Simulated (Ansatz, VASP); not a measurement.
**One calculation of Au, two programs**

```xyz
2
Lattice="3.0177 0.0000 0.0000 -1.5088 2.6134 0.0000 0.0000 0.0000 4.9270" Properties=species:S:1:pos:R:3 pbc="T T T"
Au    0.0000    1.7423    1.2318
Au    1.5088    0.8711    3.6953
```

Alike in both runs: functional LDA; k mesh 16 × 16 × 9; occupations fermi-dirac, width 0.05 eV; no spin polarisation.

Ansatz relaxed the structure, and its values are those at the end. VASP's run is a single point on that final structure, the one shown.

```csv
,VASP,Ansatz
version,VASP 6.6.1,Ansatz 0.2.0
potentials or method,"VASP PAW LDA potentials, release 64 (Au), cutoff 520 eV","all-electron LAPW, non-relativistic"
```

VASP gave:

```
pressure (GPa) : -18.8
```

Question: Estimate Ansatz's values.

Answer: Pressure (GPa): 0.0.

LDA's correlation is that of Perdew and Zunger in VASP and of Perdew and Wang (1992) in Ansatz. One of these differences is far larger than is usual between the two programs; its cause wasn't traced. Ansatz ran all-electron here, and VASP with PAW potentials.

Neither program's run includes spin-orbit coupling.
